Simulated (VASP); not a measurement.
# Cd (P6_3/mmc) in VASP: a series of runs, part 3 of 3

VASP 6.6.1. The steps go on from the part before.

## Step 5: Electric field gradients, PBE (volume scaled by 1.01)

Contents of INCAR:

```
PREC     = Accurate       # precision mode
ENCUT    = 520            # plane-wave cutoff, eV
EDIFF    = 1E-8           # SCF threshold, eV
ISMEAR   = -1             # smearing method
SIGMA    = 0.05           # smearing width, eV
LREAL    = False          # projectors in reciprocal space
LASPH    = True           # aspherical terms in the spheres
NELM     = 80             # most SCF steps
ALGO     = Normal         # electronic algorithm
ISIF     = 2              # what is computed and relaxed
LWAVE    = False          # write WAVECAR
LCHARG   = False          # write CHGCAR
GGA      = PE             # functional
LEFG     = True         
NBANDS   = 19             # bands
```

Contents of KPOINTS:

```
Automatic mesh
0
Gamma
  14 14 7
```

Contents of POSCAR:

```
Cd
1.0
    2.9887691672      0.0000000000      0.0000000000
   -1.4943845836      2.5883500248      0.0000000000
    0.0000000000      0.0000000000      5.6363134261
Cd
2
Direct
    0.3333333333      0.6666666667      0.2500000000
    0.6666666667      0.3333333333      0.7500000000
```

Potentials or basis: VASP PAW PBE potentials, release 64 (Cd).

On the command line:

```bash
> cat potpaw_PBE.64/Cd/POTCAR > POTCAR
> mpirun -np 1 vasp_std > vasp.out
```

OUTCAR:

```text
PREC = Accurate
   ENCUT = 520
   EDIFF = 1E-8
   ISMEAR = -1
   LREAL = False
   LASPH = True
   NELM = 80
   ISIF = 2
   GGA = PE

 ion  position               nearest neighbor table
   1  0.333  0.667  0.250-   2 3.30   2 3.30   2 3.30   2 3.30   2 3.30   2 3.30
   2  0.667  0.333  0.750-   1 3.30   1 3.30   1 3.30   1 3.30   1 3.30   1 3.30

  LATTYP: Found a hexagonal cell.
 ALAT       =     2.9887691672
 C/A-ratio  =     1.8858309594

  Lattice vectors:

 A1 = (   2.9887691672,   0.0000000000,   0.0000000000)
 A2 = (  -1.4943845836,   2.5883500248,   0.0000000000)
 A3 = (   0.0000000000,   0.0000000000,   5.6363134261)

Analysis of symmetry for initial positions (statically):
=====================================================================
 Subroutine PRICEL returns:
 Original cell was already a primitive cell.

 Routine SETGRP: Setting up the symmetry group for a
 hexagonal supercell.

 Subroutine GETGRP returns: Found 24 space group operations
 (whereof 12 operations were pure point group operations)
 out of a pool of 24 trial point group operations.

The static configuration has the point symmetry D_3d.
 The point group associated with its full space group is D_6h.

Analysis of symmetry for dynamics (positions and initial velocities):
=====================================================================
 Subroutine PRICEL returns:
 Original cell was already a primitive cell.

 Routine SETGRP: Setting up the symmetry group for a
 hexagonal supercell.

 Subroutine GETGRP returns: Found 24 space group operations
 (whereof 12 operations were pure point group operations)
 out of a pool of 24 trial point group operations.

The dynamic configuration has the point symmetry D_3d.
 The point group associated with its full space group is D_6h.

 Subroutine INISYM returns: Found 24 space group operations
 (whereof 12 operations are pure point group operations),
 and found     1 'primitive' translations

----------------------------------------------------------------------------------------

                                     Primitive cell

  volume of cell :      43.6024

  direct lattice vectors                    reciprocal lattice vectors
     2.988769167  0.000000000  0.000000000     0.334585893  0.193173255  0.000000000
    -1.494384584  2.588350025  0.000000000     0.000000000  0.386346510  0.000000000
     0.000000000  0.000000000  5.636313426     0.000000000  0.000000000  0.177420935

  length of vectors
     2.988769167  2.988769167  5.636313426     0.386346510  0.386346510  0.177420935

  position of ions in fractional coordinates (direct lattice)
     0.333333333  0.666666667  0.250000000
     0.666666667  0.333333333  0.750000000

  ion indices of the primitive-cell ions
   primitive index   ion index
                 1           1
                 2           2

----------------------------------------------------------------------------------------

 KPOINTS: Automatic mesh
[... 74 lines left out ...]
   ISIF   =      2    stress and relaxation
   ISYM   =      2    0-nonsym 1-usesym 2-fastsym
   POTIM  = 0.5000    time-step for ionic-motion
   TEBEG  =    0.0;   TEEND  =   0.0 temperature during run
   PSTRESS=    0.0 pullay stress
   NELECT =      24.0000    total number of electrons
   NUPDOWN=      -1.0000    fix difference up-down
   EMIN   =  10.00;   EMAX   =-10.00  energy-range for DOS
   EFERMI =   0.00;   METHOD = LEGACY
   ISMEAR =    -1;   SIGMA  =   0.05  broadening in eV -4-tet -1-fermi 0-gaus
   EFERMI_NEDOS =   21; number of points for ismear=-14 and -15
   IALGO  =     38    algorithm
   IMIX   =      4    mixing-type and parameters
     AMIX     =   0.40;   BMIX     =  1.00
     AMIX_MAG =   1.60;   BMIX_MAG =  1.00
  volume/ion in A,a.u.               =      21.80       147.12
  Fermi-wavevector in a.u.,A,eV,Ry     =   1.341658  2.535365 24.491106  1.800045
  Thomas-Fermi vector in A             =   2.469874
   LORBIT       =      0    0 simple, 1 ext, 2 COOP (PROOUT), +10 PAW based schemes
   GGA     = PE    functional components
   LHFCALC =     F    Hartree Fock is set to
   AEXX    =    0.0000 exact exchange contribution
   IVDW    =     0    specifies the selected vdW correction
   LEPSILON=     F    determine dielectric tensor
   LRPA    =     F    only Hartree local field effects (RPA)
 non-spin polarized calculation
  energy-cutoff  :      520.00
  volume of cell :       43.60
 maximum number of plane-waves:      1197
 NGX is ok and might be reduce to    24
   NGX = 11   NGY = 11   NGZ = 21

 number of electron      23.9999990 magnetization

 Free energy of the ion-electron system (eV)
  ---------------------------------------------------
  ext. energy  EPLUGINS =         0.00000000
  ---------------------------------------------------
  free energy    TOTEN  =        -1.46861253 eV

  energy without entropy =       -1.46240360  energy(sigma->0) =       -1.46550806

 E-fermi :   2.9431     XC(G=0): -10.9800

 val. band max:        2.9103050277   @ k =   0.3571   0.0714   0.0000
 cond. band min:       2.9452907328   @ k =   0.3571   0.1429   0.1429
 fundamental gap:      0.0349857051
 Fermi energy:         2.9430667690

 k-point     1 :       0.0000    0.0000    0.0000
  band No.  band energies     occupation
      1      -6.9437      2.00000
      2      -6.6835      2.00000
      3      -6.3289      2.00000
      4      -6.3289      2.00000
      5      -6.2790      2.00000
      6      -6.2790      2.00000
[... 505 lines left out ...]
      6      -6.1066      2.00000
[... 11 lines left out ...]
     18       8.8366      0.00000
     19      10.8685      0.00000

 [... further k-points ...]

------------------------ aborting loop because EDIFF is reached ----------------------------------------

  FORCE on cell =-STRESS in cart. coord.  units (eV):
  Direction    XX          YY          ZZ          XY          YZ          ZX
  --------------------------------------------------------------------------------------
  -------------------------------------------------------------------------------------
  Total        0.8667387      0.8667387      0.4938989      0.0000000     -0.0000000      0.0000000
  in kB       31.8484468     31.8484468     18.1483911      0.0000000     -0.0000000      0.0000000
  external PRESSURE =      27.2817615 kB  Pullay stress =       0.0000000 kB

 VOLUME and BASIS-vectors are now :
 -----------------------------------------------------------------------------
  energy-cutoff  :      520.00
  volume of cell :       43.60
      direct lattice vectors                 reciprocal lattice vectors
     2.988769167  0.000000000  0.000000000     0.334585893  0.193173255  0.000000000
    -1.494384584  2.588350025  0.000000000     0.000000000  0.386346510  0.000000000
     0.000000000  0.000000000  5.636313426     0.000000000  0.000000000  0.177420935

 POSITION                                       TOTAL-FORCE (eV/Angst)
 -----------------------------------------------------------------------------------
     -0.00000      1.72557      1.40908         0.000000     -0.000000     -0.000000
      1.49438      0.86278      4.22724        -0.000000      0.000000      0.000000
 -----------------------------------------------------------------------------------
    total drift:                               -0.000000      0.000000      0.000000

  FREE ENERGIE OF THE ION-ELECTRON SYSTEM (eV)
  ---------------------------------------------------
  free  energy   TOTEN  =        -1.4686125321 eV

  energy  without entropy=       -1.4624035971  energy(sigma->0) =       -1.46550806

 Electric field gradients (V/A^2)
---------------------------------------------------------------------
 ion       V_xx      V_yy      V_zz      V_xy      V_xz      V_yz
---------------------------------------------------------------------
   1     -40.184   -40.183    80.368     0.001     0.000    -0.000
   2     -40.184   -40.183    80.368     0.001    -0.000     0.000
---------------------------------------------------------------------

 Electric field gradients after diagonalization (V/A^2)
 (convention: |V_zz| > |V_xx| > |V_yy|)
----------------------------------------------------------------------
 ion       V_xx      V_yy      V_zz     asymmetry (V_yy - V_xx)/ V_zz
----------------------------------------------------------------------
   1     -40.185   -40.183    80.368       0.000
   2     -40.185   -40.183    80.368       0.000
----------------------------------------------------------------------

           NMR quadrupolar parameters

 Cq : quadrupolar parameter    Cq=e*Q*V_zz/h
 eta: asymmetry parameters     (V_yy - V_xx)/ V_zz
 Q  : nuclear electric quadrupole moment in mb (millibarn)
----------------------------------------------------------------------
 ion       Cq(MHz)       eta       Q (mb)
----------------------------------------------------------------------
   1       0.194       0.000       1.000
   2       0.194       0.000       1.000
----------------------------------------------------------------------
```

Run time: 21 s. Hardware: 1 thread of Intel Xeon 6975P-C (Granite Rapids), shared host; peak memory 0.2 GiB.

What came out:

* Free energy: -1.4686 eV
* Pressure: 2.7 GPa
* Band gap on the k mesh: zero (band 12 reaches 4.21 eV, above the bottom of band 13 at -0.09 eV)

Stress tensor (GPa, compression positive):
```
3.18 0.00 0.00
0.00 3.18 0.00
0.00 0.00 1.81
```

Electric field gradients, principal values (V/Å²):
```csv
atom,least,middle,greatest (by size)
1 Cd,-40.183,-40.185,80.368
2 Cd,-40.183,-40.185,80.368
```

Caveat: without QUAD_EFG the Cq values of the log hold for a quadrupole moment of 1 mb, not for the nuclei.

## Step 6: Electric field gradients, PBE (volume scaled by 1.01)

Contents of INCAR:

```
SYSTEM = Cd
ALGO = Normal
EDIFF = 1E-8
ENCUT = 520
GGA = PE
ISIF = 2
ISMEAR = -1
LASPH = .True.
LCHARG = .False.
LEFG = .True.
LREAL = .False.
LWAVE = .False.
NBANDS = 19
NELM = 60
PREC = Accurate
SIGMA = 0.05
```

Contents of KPOINTS:

```
k-points
0
Gamma
  14 14 7
  0 0 0
```

POSCAR is that of step 5.

Potentials or basis: VASP PAW PBE potentials, release 64 (Cd).

On the command line:

```bash
> cat potpaw_PBE.64/Cd/POTCAR > POTCAR
> mpirun -np 1 vasp_std > vasp.out
```

OUTCAR:

```text
SYSTEM = Cd
   EDIFF = 1E-8
   ENCUT = 520
   GGA = PE
   ISIF = 2
   ISMEAR = -1
   LASPH = .True.
   LREAL = .False.
   NELM = 60
   PREC = Accurate

 ion  position               nearest neighbor table
   1  0.333  0.667  0.250-   2 3.30   2 3.30   2 3.30   2 3.30   2 3.30   2 3.30
   2  0.667  0.333  0.750-   1 3.30   1 3.30   1 3.30   1 3.30   1 3.30   1 3.30

  LATTYP: Found a hexagonal cell.
 ALAT       =     2.9887691672
 C/A-ratio  =     1.8858309594

  Lattice vectors:

 A1 = (   2.9887691672,   0.0000000000,   0.0000000000)
 A2 = (  -1.4943845836,   2.5883500248,   0.0000000000)
 A3 = (   0.0000000000,   0.0000000000,   5.6363134261)

Analysis of symmetry for initial positions (statically):
=====================================================================
 Subroutine PRICEL returns:
 Original cell was already a primitive cell.

 Routine SETGRP: Setting up the symmetry group for a
 hexagonal supercell.
[... 719 lines left out ...]
  volume of cell :       43.60
      direct lattice vectors                 reciprocal lattice vectors
     2.988769167  0.000000000  0.000000000     0.334585893  0.193173255  0.000000000
    -1.494384584  2.588350025  0.000000000     0.000000000  0.386346510  0.000000000
     0.000000000  0.000000000  5.636313426     0.000000000  0.000000000  0.177420935

 POSITION                                       TOTAL-FORCE (eV/Angst)
 -----------------------------------------------------------------------------------
     -0.00000      1.72557      1.40908         0.000000     -0.000000     -0.000000
      1.49438      0.86278      4.22724        -0.000000      0.000000      0.000000
 -----------------------------------------------------------------------------------
    total drift:                               -0.000000      0.000000      0.000000

  FREE ENERGIE OF THE ION-ELECTRON SYSTEM (eV)
  ---------------------------------------------------
  free  energy   TOTEN  =        -1.4686125321 eV

  energy  without entropy=       -1.4624035971  energy(sigma->0) =       -1.46550806

 Electric field gradients (V/A^2)
---------------------------------------------------------------------
 ion       V_xx      V_yy      V_zz      V_xy      V_xz      V_yz
---------------------------------------------------------------------
   1     -40.184   -40.183    80.368     0.001     0.000    -0.000
   2     -40.184   -40.183    80.368     0.001    -0.000     0.000
---------------------------------------------------------------------

 Electric field gradients after diagonalization (V/A^2)
 (convention: |V_zz| > |V_xx| > |V_yy|)
----------------------------------------------------------------------
 ion       V_xx      V_yy      V_zz     asymmetry (V_yy - V_xx)/ V_zz
----------------------------------------------------------------------
   1     -40.185   -40.183    80.368       0.000
   2     -40.185   -40.183    80.368       0.000
----------------------------------------------------------------------

           NMR quadrupolar parameters

 Cq : quadrupolar parameter    Cq=e*Q*V_zz/h
 eta: asymmetry parameters     (V_yy - V_xx)/ V_zz
 Q  : nuclear electric quadrupole moment in mb (millibarn)
----------------------------------------------------------------------
 ion       Cq(MHz)       eta       Q (mb)
----------------------------------------------------------------------
   1       0.194       0.000       1.000
   2       0.194       0.000       1.000
----------------------------------------------------------------------
```

Run time: 21 s. Hardware: 1 thread of Intel Xeon 6975P-C (Granite Rapids), shared host; peak memory 0.2 GiB.

Results:

```yaml
Free_energy: -1.4686 eV
Pressure: 2.7 GPa
Band_gap_on_the_k_mesh: zero (band 12 reaches 4.21 eV, above the bottom of band 13 at -0.09 eV)
```

Electric field gradients, principal values (V/Å²):
```
atom    least   middle  greatest (by size)
1 Cd  -40.183  -40.185              80.368
2 Cd  -40.183  -40.185              80.368
```

Caveat: without QUAD_EFG the Cq values of the log hold for a quadrupole moment of 1 mb, not for the nuclei.

## Step 7: Summary

```csv
cell,gap on the mesh (eV),pressure (GPa)
"a = 2.918, b = 2.918, c = 5.503 Å, angles 90.0, 90.0, 120.0°, 2 atoms",none,8.0
"a = 2.959, b = 2.959, c = 5.580 Å, angles 90.0, 90.0, 120.0°, 2 atoms",none,4.7
"a = 2.989, b = 2.989, c = 5.636 Å, angles 90.0, 90.0, 120.0°, 2 atoms",none,2.7
```

Alike in all rows: task electric field gradients; level PBE; potentials or basis VASP PAW PBE potentials, release 64 (Cd); no spin polarisation; k mesh 14 × 14 × 7; cutoff (eV) 520; smearing fermi-dirac 0.05 eV.

Total energies depend on the potentials used, so only differences within one code and one set of settings carry meaning.
